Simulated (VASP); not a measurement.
Wanted: the native input for a VASP 6.6.1 run.

```
Task                   : single point
Functional             : PBE
Potentials or basis    : VASP PAW PBE potentials, release 64 (V_sv, Sb, As)
Cutoff                 : 520 eV
k mesh                 : 4 × 4 × 3
Occupations            : gaussian, width 0.2 eV
Spin                   : collinear spin, ferromagnetic start
Starting moments       : [2.0, 2.0, 0.0, 0.0, 0.0, 0.0] μB
Dipole correction      : no
Further INCAR settings : ALGO = Normal; EDIFF = 1e-06; NBANDS = 36
```

The structure of V2SbAs3 lies in POSCAR:

```
V2SbAs3
1.0
    4.7164696275      0.0000000000      0.0000000000
    0.0000000000      4.7164696275      0.0000000000
    0.0000000000      0.0000000000      5.4955199377
V Sb As
2 1 3
Direct
    0.0000000000      0.5000000000      0.2040711739
    0.5000000000      0.0000000000      0.7959288261
    0.0000000000      0.0000000000      0.5000000000
    0.5000000000      0.5000000000      0.0000000000
    0.0000000000      0.0000000000      0.0000000000
    0.5000000000      0.5000000000      0.5000000000
```

The cell was built from a structure type or drawn by symmetry, and may not be a known phase.

One way to write it, as run:

INCAR

```
SYSTEM = V2SbAs3
PREC = Accurate ; ENCUT = 520
EDIFF = 1E-6 ; ISMEAR = 0
SIGMA = 0.2 ; LREAL = .FALSE.
LASPH = .TRUE. ; NELM = 150
ALGO = Normal ; ISIF = 2
LWAVE = .FALSE. ; LCHARG = .TRUE.
ISPIN = 2 ; MAGMOM = 2 2 0 0 0 0
LORBIT = 11 ; LMAXMIX = 4
GGA = PE ; LELF = .TRUE.
LVHAR = .TRUE. ; NBANDS = 36
```

KPOINTS

```
Automatic mesh
0
G
  4 4 3
  0 0 0
```

Potentials or basis: VASP PAW PBE potentials, release 64 (V_sv, Sb, As).

Launch:

```bash
$ cat potpaw_PBE.64/V_sv/POTCAR potpaw_PBE.64/Sb/POTCAR potpaw_PBE.64/As/POTCAR > POTCAR
$ mpirun -np 1 vasp_std > vasp.out
```

It gave:

```yaml
Pressure: 0.4 GPa
Largest_force: 0.017 eV/Å
Net_moment: 4.40 μB per cell
Site_moments: V +1.97; Sb -0.03; As -0.05, -0.06, -0.02 μB
Valence_electrons_inside_the_program's_atomic_spheres: V 11.44; Sb 2.44; As 2.78, 2.81, 2.66
```

Caveat: the k points lie up to 0.38 Å⁻¹ apart.

It took 2.4 min on 1 thread of Intel(R) Xeon(R) Platinum 8175M CPU @ 2.50GHz (Skylake/Cascade Lake) (shared host), peak memory 0.31 GiB.
